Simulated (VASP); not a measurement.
# AgCl (Cmcm) in VASP: further runs, part 2 of 2

VASP 6.6.1.

**3. Relaxation of cell and atoms, PBE**

This run uses another cell than the first one: it holds 4 atoms, not 8.

INCAR

```
ALGO = Normal
EDIFF = 1E-6
EDIFFG = -0.005
ENCUT = 600
GGA = PE
IBRION = 2
ISIF = 3
ISMEAR = 0
LASPH = T
LCHARG = F
LREAL = F
LWAVE = F
NELM = 100
NSW = 100
PREC = Accurate
SIGMA = 0.02
```

KPOINTS

```
k-points
0
Gamma
  10 10 10
```

POSCAR

```
AgCl
1.0
    1.8709097030     -5.5565952358      0.0000000000
    1.8709097030      5.5565952358      0.0000000000
    0.0000000000      0.0000000000      3.9240373500
Ag Cl
2 2
Direct
    0.3965554000      0.6034446000      0.7500000000
    0.6034446000      0.3965554000      0.2500000000
    0.8654487300      0.1345512700      0.2500000000
    0.1345512700      0.8654487300      0.7500000000
```

Potentials or basis: VASP PAW PBE potentials, release 64 (Ag, Cl).

Run with:

```sh
$ cat potpaw_PBE.64/Ag/POTCAR potpaw_PBE.64/Cl/POTCAR > POTCAR
$ mpirun -np 1 vasp_std > vasp.out
```

OUTCAR:

```text
EDIFF = 1E-6
   EDIFFG = -0.005
   ENCUT = 600
   GGA = PE
   IBRION = 2
   ISIF = 3
   ISMEAR = 0
   LASPH = T
   LREAL = F
   NELM = 100
   NSW = 100
   PREC = Accurate

 ion  position               nearest neighbor table
   1  0.397  0.603  0.750-   3 2.73   3 2.73   3 2.73   3 2.73   4 2.91   2 3.02   2 3.02
   2  0.603  0.397  0.250-   4 2.73   4 2.73   4 2.73   4 2.73   3 2.91   1 3.02   1 3.02
   3  0.865  0.135  0.250-   1 2.73   1 2.73   1 2.73   1 2.73   2 2.91
   4  0.135  0.865  0.750-   2 2.73   2 2.73   2 2.73   2 2.73   1 2.91

  LATTYP: Found a base centered orthorhombic cell.
 ALAT       =     3.7418194060
 B/A-ratio  =     2.9699964819
 C/A-ratio  =     1.0486976853

  Lattice vectors:

 A1 = (   1.8709097030,  -5.5565952358,   0.0000000000)
 A2 = (   1.8709097030,   5.5565952358,   0.0000000000)
 A3 = (   0.0000000000,   0.0000000000,   3.9240373500)

[... 182 lines left out ...]

 E-fermi :   4.3665     XC(G=0): -10.2525

 val. band max:        4.2621587556   @ k =   0.3000   0.2000   0.0000
 cond. band min:       4.7231485666   @ k =   0.0000   0.0000   0.0000
 fundamental gap:      0.4609898110
 Fermi energy:         4.3665151928
[... 1317 lines left out ...]
     21      10.2330      0.00000
     22      11.0251      0.00000

 [... further k-points ...]

[... ionic steps 4 to 15 ...]

--------------------------------------- Ionic step       16  -------------------------------------------

 number of electron      36.0000000 magnetization

------------------------ aborting loop because EDIFF is reached ----------------------------------------
[... 71 lines left out ...]
--------------------------------------- Ionic step       18  -------------------------------------------

 number of electron      36.0000000 magnetization

 Free energy of the ion-electron system (eV)
  ---------------------------------------------------
  ext. energy  EPLUGINS =         0.00000000
  ---------------------------------------------------
  free energy    TOTEN  =       -10.66564844 eV

  energy without entropy =      -10.66564844  energy(sigma->0) =      -10.66564844

 E-fermi :   3.9294     XC(G=0):  -9.9924

 val. band max:        3.8236572915   @ k =   0.3000   0.2000   0.0000
 cond. band min:       4.2464062311   @ k =   0.0000   0.0000   0.0000
 fundamental gap:      0.4227489396
 Fermi energy:         3.9294343964
[... 631 lines left out ...]
  FREE ENERGIE OF THE ION-ELECTRON SYSTEM (eV)
  ---------------------------------------------------
  free  energy   TOTEN  =       -10.6656484405 eV

  energy  without entropy=      -10.6656484405  energy(sigma->0) =      -10.66564844

 reached required accuracy - stopping structural energy minimisation
```

CONTCAR:

```text
AgCl
   1.00000000000000
     1.8900675710102821   -5.8125898848357931   -0.0000000000000000
     1.8900675710102821    5.8125898848357931    0.0000000000000000
     0.0000000000000000    0.0000000000000000    3.8906709098896259
  Ag              Cl
     2     2
Direct
     0.3946920965503731    0.6053079034496273    0.7500000000000000
     0.6053079034496273    0.3946920965503731    0.2500000000000000
     0.8666983419184383    0.1333016580815619    0.2500000000000000
     0.1333016580815619    0.8666983419184383    0.7500000000000000

  0.00000000E+00  0.00000000E+00  0.00000000E+00
  0.00000000E+00  0.00000000E+00  0.00000000E+00
  0.00000000E+00  0.00000000E+00  0.00000000E+00
  0.00000000E+00  0.00000000E+00  0.00000000E+00
```

It took 34 min on 1 thread of AMD EPYC 9R45 (Zen 5), shared host; peak memory 0.5 GiB.

What came out:

```yaml
Free_energy: -10.6656 eV
Relaxed_volume: 21.37 Å³/atom
Relaxed_cell: a = 6.112 Å, b = 6.112 Å, c = 3.891 Å, α = 90.00°, β = 90.00°, γ = 143.97°
Space_group_after_relaxing_to_0.05_Å: Cmcm (No. 63)
Energy_gained_by_relaxing: 4.7 meV/atom
Ionic_steps: 18
Pressure_after_relaxing: 0.0 GPa
Largest_force_after_relaxing: 0.005 eV/Å
Band_gap_on_the_k_mesh: 0.42 eV, indirect (least direct gap 2.08 eV)
```

Forces on the atoms (eV/Å):
```
Ag   0.000  0.005  0.000
Ag   0.000 -0.005  0.000
Cl   0.000  0.004  0.000
Cl   0.000 -0.004  0.000
```

The path:
```tsv
step	energy change (eV)	largest force (eV/Å)	pressure (GPa)	volume (Å³)
1	0.0000	0.0142	1.59	81.59
2	-0.0124	0.0282	0.07	84.00
3	-0.0125	0.0294	0.04	84.14
4	-0.0124	0.0311	-0.16	84.43
5	-0.0125	0.0299	-0.02	84.23
6	-0.0137	0.0274	0.00	84.32
7	-0.0163	0.0189	0.02	84.61
8	-0.0178	0.0101	0.17	85.16
9	-0.0179	0.0102	0.13	85.05
10	-0.0182	0.0097	-0.18	85.67
11	-0.0182	0.0100	-0.08	85.52
12	-0.0185	0.0067	-0.03	85.47
13	-0.0186	0.0055	0.01	85.45
14	-0.0186	0.0074	0.03	85.43
15	-0.0186	0.0067	0.02	85.43
16	-0.0186	0.0055	-0.05	85.54
17	-0.0186	0.0056	-0.03	85.51
18	-0.0186	0.0047	-0.01	85.49
```

Final structure:
```
Ag Cl
1.0
     1.89007   -5.81259    0.00000
     1.89007    5.81259    0.00000
     0.00000    0.00000    3.89067
Ag Cl
2 2
Direct
  0.39469 0.60531 0.75000
  0.60531 0.39469 0.25000
  0.86670 0.13330 0.25000
  0.13330 0.86670 0.75000
```

Levels at points of the mesh, in eV from the valence-band top:
```tsv
k point	band 14	band 15	band 16	band 17	band 18	band 19	band 20	band 21	band 22
(0.00, 0.00, 0.00)	-2.41	-2.34	-1.77	-1.77	-1.65	0.42	3.01	7.19	8.47
(0.50, 0.00, 0.00)	-1.94	-1.43	-1.13	-0.05	0.00	3.04	5.10	5.82	6.87
(0.50, 0.50, 0.00)	-2.48	-2.12	-1.78	-1.64	-1.63	1.80	3.19	6.20	8.50
(0.00, 0.00, 0.50)	-2.33	-1.36	-1.36	-0.08	-0.08	4.28	4.28	6.68	6.68
(0.50, 0.00, 0.50)	-2.18	-2.09	-2.09	-1.57	-1.57	2.64	2.64	7.15	7.15
(0.50, 0.50, 0.50)	-1.86	-0.97	-0.97	-0.11	-0.11	3.62	3.62	6.53	6.53
```

A k mesh can miss the band edges.

**4. Single point, PBE**

This run uses another cell than the first one: it holds 4 atoms, not 8.

INCAR

```
SYSTEM = AgCl
PREC = Accurate ; ENCUT = 520
EDIFF = 1E-7 ; ISMEAR = 0
SIGMA = 0.02 ; LREAL = .False.
LASPH = .True. ; NELM = 100
ALGO = Normal ; ISIF = 2
LWAVE = .False. ; LCHARG = .True.
GGA = PE ; LELF = .True.
LVHAR = .True. ; NBANDS = 26
```

KPOINTS

```
Automatic mesh
0
Gamma
  10 10 10
  0 0 0
```

POSCAR

```
AgCl
1.0
    1.8930834718     -5.8112202243      0.0000000000
    1.8930834718      5.8112202243      0.0000000000
    0.0000000000      0.0000000000      3.8937085080
Ag Cl
2 2
Direct
    0.3939520505      0.6060479495      0.7500000000
    0.6060479495      0.3939520505      0.2500000000
    0.8664788684      0.1335211316      0.2500000000
    0.1335211316      0.8664788684      0.7500000000
```

Run with:

```sh
$ cat potpaw_PBE.64/Ag/POTCAR potpaw_PBE.64/Cl/POTCAR > POTCAR
$ mpirun -np 1 vasp_std > vasp.out
```

It took 10 min on 1 thread of AMD EPYC 7R43 (Zen 3), shared host; peak memory 0.45 GiB.

The run converged. Its results:

* Free energy: -10.6673 eV
* Pressure: -0.1 GPa
* Largest force: 0.005 eV/Å
* Band gap on the k mesh: 0.42 eV, indirect (least direct gap 2.08 eV)

Forces in eV/Å, atoms in the order of the input:
```
Ag   0.000  0.001  0.000
Ag   0.000 -0.001  0.000
Cl   0.000 -0.005  0.000
Cl   0.000  0.005  0.000
```

Levels at points of the mesh, in eV from the valence-band top:
```tsv
k point	band 16	band 17	band 18	band 19	band 20	band 21
(0.00, 0.00, 0.00)	-1.78	-1.78	-1.66	0.42	3.01	7.20
(0.50, 0.00, 0.00)	-1.12	-0.05	0.00	3.06	5.10	5.82
(0.50, 0.50, 0.00)	-1.79	-1.64	-1.64	1.80	3.19	6.20
(0.00, 0.00, 0.50)	-1.35	-0.08	-0.08	4.28	4.28	6.66
(0.50, 0.00, 0.50)	-2.08	-1.57	-1.57	2.64	2.64	7.16
(0.50, 0.50, 0.50)	-0.95	-0.10	-0.10	3.62	3.62	6.52
```

**5. Summary**

```tsv
task	cell	k mesh	cutoff (eV)	smearing	gap on the mesh (eV)	pressure (GPa)	largest force (eV/Å)
single point	a = 3.786, b = 3.894, c = 11.622 Å, 8 atoms	10 × 10 × 4	520	gaussian 0.05 eV	0.42	-0.1	0.01
relaxation of cell and atoms	relaxed from a = 5.863, b = 5.863, c = 3.924 Å, angles 90.0, 90.0, 142.8°, 4 atoms	10 × 10 × 10	600	gaussian 0.02 eV	0.42	0.0	-
single point	a = 6.112, b = 6.112, c = 3.894 Å, angles 90.0, 90.0, 143.9°, 4 atoms	10 × 10 × 10	520	gaussian 0.02 eV	0.42	-0.1	0.01
```

Alike in all rows: level PBE; potentials or basis VASP PAW PBE potentials, release 64 (Ag, Cl); no spin polarisation.

Absolute energies hang on the potentials; compare differences alone.
